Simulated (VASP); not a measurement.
Set up this calculation in VASP 6.6.1, as the native input.

| Quantity | Value |
| --- | --- |
| Task | single point |
| Functional | PBE |
| Potentials or basis | VASP PAW PBE potentials, release 64 (Se) |
| Cutoff | 520 eV |
| k mesh | 13 × 13 × 13 |
| Occupations | fermi-dirac, width 0.1 eV |
| Spin | no spin polarisation |
| Dipole correction | no |
| Further INCAR settings | ALGO = Normal; EDIFF = 1e-06; NBANDS = 13 |

The structure of Se lies in POSCAR:

```
Se
1.0
    1.6668661265     -0.9623656069      3.5691613650
    0.0000000000      1.9247312137      3.5691613650
   -1.6668661265     -0.9623656069      3.5691613650
Se
2
Direct
    0.2500000712      0.2500000712      0.2500000712
   -0.2500000712     -0.2500000712     -0.2500000712
```

One way to write it, as run:

INCAR

```
SYSTEM = Se
PREC = Accurate
ENCUT = 520
EDIFF = 1E-6
ISMEAR = -1
SIGMA = 0.1
LREAL = .False.
LASPH = .True.
NELM = 100
ALGO = Normal
ISIF = 2
LWAVE = .False.
LCHARG = .False.
GGA = PE
NBANDS = 13
```

KPOINTS

```
regular mesh
0
Gamma
  13 13 13
  0 0 0
```

Potentials or basis: VASP PAW PBE potentials, release 64 (Se).

The run is started by

```sh
$ cat potpaw_PBE.64/Se/POTCAR > POTCAR
$ mpirun -np 1 vasp_std > vasp.out
```

Results of the run:

```json
{
  "Pressure": "29.2 GPa",
  "Band gap on the k mesh": "zero (band 6 reaches 10.92 eV, above the bottom of band 7 at 5.36 eV)"
}
```

Run time: 46 s on 1 thread of Intel(R) Xeon(R) 6975P-C (Granite Rapids), with other jobs on the host, peak memory 0.23 GiB.
